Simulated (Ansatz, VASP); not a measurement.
# HfGa2As2: VASP beside Ansatz

File INCAR:

```
SYSTEM = HfGa2As2
PREC = Accurate ; ENCUT = 600
EDIFF = 1E-6 ; ISMEAR = 0
SIGMA = 0.1 ; LREAL = .False.
LASPH = .True. ; NELM = 80
ALGO = Fast ; ISIF = 3
LWAVE = .False. ; LCHARG = .False.
GGA = PE ; IBRION = 2
NSW = 90 ; EDIFFG = -0.04
```

The input KPOINTS:

```
regular mesh
0
Gamma
  6 6 4
  0 0 0
```

The input POSCAR:

```
HfGa2As2
1.0
    4.5966856363      0.0000000000      0.0000000000
   -2.2983428181      3.9808465342      0.0000000000
    0.0000000000      0.0000000000      5.8541038241
Hf Ga As
1 2 2
Direct
    0.6666666667      0.3333333333      0.0000000000
    0.6666666667      0.3333333333      0.5000000000
    0.0000000000      0.0000000000      0.0000000000
    0.3333333333      0.6666666667      0.7400734718
    0.3333333333      0.6666666667      0.2599265282
```

Input for Ansatz:

```yaml
crystal:
  lattice:
    - [4.5966856363, 0.0, 0.0]
    - [-2.2983428181, 3.9808465342, 0.0]
    - [0.0, 0.0, 5.8541038241]
  atoms:
    - { symbol: Hf, position: [0.6666666667, 0.3333333333, 0.0] }
    - { symbol: Ga, position: [0.6666666667, 0.3333333333, 0.5] }
    - { symbol: Ga, position: [0.0, 0.0, 0.0] }
    - { symbol: As, position: [0.3333333333, 0.6666666667, 0.7400734718] }
    - { symbol: As, position: [0.3333333333, 0.6666666667, 0.2599265282] }
basis:
  ecutwfc: 420
kpoints:
  mp_grid: { grid: [6, 6, 4] }
hamiltonian:
  xc: pbe
scf:
  occupations: { method: gaussian, width: 0.1 }
  lower_state_search: "off"
output:
  forces: true
  stress: true
  eigenvalues: true
relax:
  adjacent_minimum: "off"
  f_tol: 0.04
  max_steps: 70
  cell: { stress_tol: 0.4 }
```

Change from the starting cell: species swapped into the Sr2ZnSb2 type (P-6m2, No. 187).

Alike in both runs: task relaxation of cell and atoms; functional PBE; k mesh 6 × 6 × 4; occupations gaussian, width 0.1 eV; no spin polarisation.

|  | VASP | Ansatz |
| --- | --- | --- |
| version | VASP 6.6.1 | Ansatz 0.2.0 |
| potentials or method | VASP PAW PBE potentials, release 64 (Hf_pv, Ga_d, As), cutoff 600 eV | scalar-relativistic, plane waves, PAW |
| valence electrons in the cell | 46 | 82 |

Ansatz gave:

| Item | Value |
| --- | --- |
| gap on the k mesh at the Fermi level, each at its own relaxed structure (eV) | none |
| relaxed volume (Å³/atom) | 21.67 |
| relaxed length of the cell vector where the two differ most in proportion (Å) | 5.630 |

Problem. Estimate VASP's values.

Solution. gap on the k mesh at the Fermi level, each at its own relaxed structure (eV): none; relaxed volume (Å³/atom): 21.58; relaxed length of the cell vector where the two differ most in proportion (Å): 5.620.

A gap of «none» marks a metal or a gap that the smearing closes. VASP's potentials hold 46 valence electrons a cell and Ansatz's 82, so a difference there can come from the potentials and not from the codes.

Spin-orbit coupling is off throughout.
